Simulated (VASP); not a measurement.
Set up this calculation in VASP 6.6.1, as the native input.

```
Task                   : single point
Functional             : PBE
Potentials or basis    : VASP PAW PBE potentials, release 64 (Ni, Sb)
Cutoff                 : 520 eV
k mesh                 : 12 × 12 × 8
Occupations            : gaussian, width 0.1 eV
Spin                   : no spin polarisation
Dipole correction      : no
Further INCAR settings : ALGO = Normal; EDIFF = 1e-06; NBANDS = 23
```

The structure of NiSb lies in POSCAR:

```
NiSb
1.0
    3.8085161525      0.0000000000      0.0000000000
   -1.9042580762      3.2982717388      0.0000000000
    0.0000000000      0.0000000000      4.9380528178
Ni Sb
2 2
Direct
    0.0000000000      0.0000000000      0.0000000000
    0.0000000000      0.0000000000      0.5000000000
    0.3333333333      0.6666666667      0.2500000000
    0.6666666667      0.3333333333      0.7500000000
```

The input as run:

INCAR

```
ALGO     = Normal         # electronic algorithm
EDIFF    = 1E-6           # SCF threshold, eV
ENCUT    = 520            # plane-wave cutoff, eV
GGA      = PE             # functional
ISIF     = 2              # what is computed and relaxed
ISMEAR   = 0              # smearing method
LASPH    = True           # aspherical terms in the spheres
LCHARG   = False          # write CHGCAR
LREAL    = False          # projectors in reciprocal space
LWAVE    = False          # write WAVECAR
NBANDS   = 23             # bands
NELM     = 80             # most SCF steps
PREC     = Accurate       # precision mode
SIGMA    = 0.1            # smearing width, eV
```

KPOINTS

```
k-points
0
Gamma
  12 12 8
```

Potentials or basis: VASP PAW PBE potentials, release 64 (Ni, Sb).

Run with:

```bash
$ cat potpaw_PBE.64/Ni/POTCAR potpaw_PBE.64/Sb/POTCAR > POTCAR
$ mpirun -np 1 vasp_std > vasp.out
```

Results of the run:

```
Pressure               : 19.7 GPa
Band gap on the k mesh : zero (bands 15 and 16 overlap by 3.83 eV)
```

Caveat: the cell stands under pressure; spin-orbit coupling is left out, which moves the levels of the heavy elements.

It took 2.3 min on 1 thread of Intel(R) Xeon(R) Platinum 8259CL CPU @ 2.50GHz (Skylake/Cascade Lake), with other jobs on the host, peak memory 0.26 GiB.
